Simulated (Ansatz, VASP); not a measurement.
One calculation of LuZrBr6, two programs

```
CELL_PARAMETERS angstrom
5.36782 0.00000 0.00000
-2.68391 4.64867 0.00000
0.00000 0.00000 10.86244
ATOMIC_POSITIONS crystal
Lu 0.00000 0.00000 0.00000
Zr 0.00000 0.00000 0.50000
Br 0.39523 0.00000 0.68569
Br 0.00000 0.39523 0.68569
Br 0.60477 0.60477 0.68569
Br 0.39523 0.00000 0.31431
Br 0.00000 0.39523 0.31431
Br 0.60477 0.60477 0.31431
```

Alike in both runs: task relaxation of cell and atoms; functional PBE; k mesh 6 × 6 × 2; occupations gaussian, width 0.1 eV; no spin polarisation.

|  | VASP | Ansatz |
| --- | --- | --- |
| version | VASP 6.6.1 | Ansatz 0.2.0 |
| potentials or method | VASP PAW PBE potentials, release 64 (Lu, Zr_sv, Br), cutoff 600 eV | scalar-relativistic, plane waves, PAW |
| valence electrons in the cell | 79 | 79 |

```csv
,VASP,Ansatz,Ansatz less VASP
"gap on the k mesh at the Fermi level, each at its own relaxed structure (eV)",none,none,-
relaxed volume (Å³/atom),39.33,41.01,+1.685
relaxed length of the cell vector where the two differ most in proportion (Å),7.164,7.317,+0.1537
```

A gap of «none» marks a metal or a gap that the smearing closes.

Spin-orbit coupling is off throughout. Noted on VASP's run: the volume moved by over 15 % at a fixed basis, so the end points are rough.
